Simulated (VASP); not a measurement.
A run of VASP 6.6.1:

INCAR

```
SYSTEM = Ni
PREC = Accurate
ENCUT = 600
EDIFF = 1E-6
ISMEAR = -1
SIGMA = 0.05
LREAL = .FALSE.
LASPH = .TRUE.
NELM = 150
ALGO = Fast
ISIF = 3
LWAVE = .FALSE.
LCHARG = .FALSE.
ISPIN = 2
MAGMOM = 1
LORBIT = 11
LMAXMIX = 4
GGA = CA
IBRION = 2
NSW = 60
EDIFFG = -0.01
```

KPOINTS

```
Automatic mesh
0
G
  13 13 13
  0 0 0
```

File POSCAR:

```
Ni
1.0
   -1.3837154700      1.3837154700      1.3837154700
    1.3837154700     -1.3837154700      1.3837154700
    1.3837154700      1.3837154700     -1.3837154700
Ni
1
Direct
    0.0000000000      0.0000000000      0.0000000000
```

Potentials or basis: VASP PAW LDA potentials, release 64 (Ni).

Launch:

```sh
$ cat potpaw_LDA.64/Ni/POTCAR > POTCAR
$ mpirun -np 1 vasp_std > vasp.out
```

Hardware: 1 thread of Intel Xeon 8259CL (shared host).

Problem. Estimate the wall time of this run.

Solution. It took 76 s on 1 thread of Intel Xeon 8259CL, on a shared host, peak memory 0.14 GiB. Counts: scf iterations 39, k points 84, ion steps 3.
